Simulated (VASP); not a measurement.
The system is Al3GaAs4.

```
Al Ga As
1.0
     3.84586    0.00000    0.00000
     0.00000    3.84586    0.00000
     0.00000    0.00000   10.87774
Al Ga As
3 1 4
Direct
  0.00000 0.00000 0.75000
  0.50000 0.50000 0.00000
  0.00000 0.00000 0.25000
  0.50000 0.50000 0.50000
  0.50000 0.00000 0.87500
  0.00000 0.50000 0.12500
  0.50000 0.00000 0.37500
  0.00000 0.50000 0.62500
```

```yaml
Program: VASP 6.6.1
Task: relaxation of cell and atoms
Functional: PBE
Potentials_or_basis: VASP PAW PBE potentials, release 64 (Al, Ga_d, As)
Cutoff: 600 eV
k_mesh: 4 × 4 × 2
Occupations: gaussian, width 0.1 eV
Spin: no spin polarisation
```

At the start: pressure 15.1 GPa; volume 20.11 Å³/atom.

Question: How do energy, volume and symmetry change on relaxing?

Answer: Over 5 steps the energy falls by 144.4 meV/atom and the volume is 23.63 Å³/atom (+17.5 %); space group P-4m2 (No. 115, to 0.1 Å) before and after.

Step by step:
```csv
step,energy change (eV),largest force (eV/Å),pressure (GPa),volume (Å³)
1,0.0000,0.1206,15.09,160.89
2,-0.7872,0.0705,-5.31,209.13
3,-1.1517,0.0701,-0.01,189.08
4,-1.1537,0.0372,-0.01,189.06
5,-1.1550,0.0398,0.00,189.02
```

Final structure:
```
Al Ga As
1.0
     4.07843    0.00000    0.00000
     0.00000    4.07843    0.00000
     0.00000    0.00000   11.36402
Al Ga As
3 1 4
Direct
  0.00000 0.00000 0.74990
  0.50000 0.50000 0.00000
  0.00000 0.00000 0.25010
  0.50000 0.50000 0.50000
  0.50000 0.00000 0.87491
  0.00000 0.50000 0.12509
  0.50000 0.00000 0.37395
  0.00000 0.50000 0.62605
```

Caveat: the volume moved by over 15 % at a fixed basis, so the end points are rough.
